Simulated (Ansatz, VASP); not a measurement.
## TiPd3 in VASP and in Ansatz

File INCAR:

```
SYSTEM = TiPd3
PREC     = Accurate       ! precision mode
ENCUT    = 520            ! plane-wave cutoff, eV
EDIFF    = 1E-7           ! SCF threshold, eV
ISMEAR   = -1             ! smearing method
SIGMA    = 0.05           ! smearing width, eV
LREAL    = .FALSE.        ! projectors in reciprocal space
LASPH    = .TRUE.         ! aspherical terms in the spheres
NELM     = 80             ! most SCF steps
ALGO     = Normal         ! electronic algorithm
ISIF     = 2              ! what is computed and relaxed
LWAVE    = .FALSE.        ! write WAVECAR
LCHARG   = .FALSE.        ! write CHGCAR
NBANDS   = 29             ! bands
```

The input KPOINTS:

```
regular mesh
0
G
  11 11 11
  0 0 0
```

Contents of POSCAR:

```
TiPd3
1.0
    3.8200000000     -0.0191000000     -0.0191000000
   -0.0191000000      3.8200000000     -0.0191000000
   -0.0191000000     -0.0191000000      3.8200000000
Ti Pd
1 3
Direct
    0.0000000000      0.0000000000      0.0000000000
    0.0000000000      0.5000000000      0.5000000000
    0.5000000000      0.0000000000      0.5000000000
    0.5000000000      0.5000000000      0.0000000000
```

Input for Ansatz:

```yaml
crystal:
  lattice:
    - [3.82, -0.0191, -0.0191]
    - [-0.0191, 3.82, -0.0191]
    - [-0.0191, -0.0191, 3.82]
  atoms:
    - { symbol: Ti, position: [0.0, 0.0, 0.0] }
    - { symbol: Pd, position: [0.0, 0.5, 0.5] }
    - { symbol: Pd, position: [0.5, 0.0, 0.5] }
    - { symbol: Pd, position: [0.5, 0.5, 0.0] }
kpoints:
  mp_grid: { grid: [11, 11, 11] }
  band_path:
    path:
      - [0.0, 0.0, 0.0]
      - [0.5, 0.0, 0.0]
      - [0.5, -0.5, 0.5]
      - [0.4901240068, -0.5098759932, 0.4901240068]
      - [0.4901240068, 0.4901240068, 0.4901240068]
      - [0.0, 0.0, 0.0]
      - [0.5, -0.5, 0.0]
    npoints: 5
scf:
  occupations: { method: fermi_dirac, width: 0.05 }
hamiltonian:
  xc: lda
  pseudopotentials: { kind: all_electron, lapw: { basis_error: 0.001 } }
output:
  forces: true
  stress: true
  eigenvalues: true
```

Change from the starting cell: equal xy, yz and zx shear strains of -1 %.

Alike in both runs: task single point; functional LDA; k mesh 11 × 11 × 11; occupations fermi-dirac, width 0.05 eV; no spin polarisation.

|  | VASP | Ansatz |
| --- | --- | --- |
| version | VASP 6.6.1 | Ansatz 0.2.0 |
| potentials or method | VASP PAW LDA potentials, release 64 (Ti_sv, Pd), cutoff 520 eV | all-electron LAPW, scalar-relativistic |

Ansatz gave:

* pressure (GPa): 2.4
* traceless stress, the component that is largest in VASP (GPa): 1.39

Task: Which values does VASP return?

Result: Pressure (GPa): 2.8; traceless stress, the component that is largest in VASP (GPa): 1.40.

LDA's correlation is that of Perdew and Zunger in VASP and of Perdew and Wang (1992) in Ansatz. Ansatz ran all-electron here, and VASP with PAW potentials.
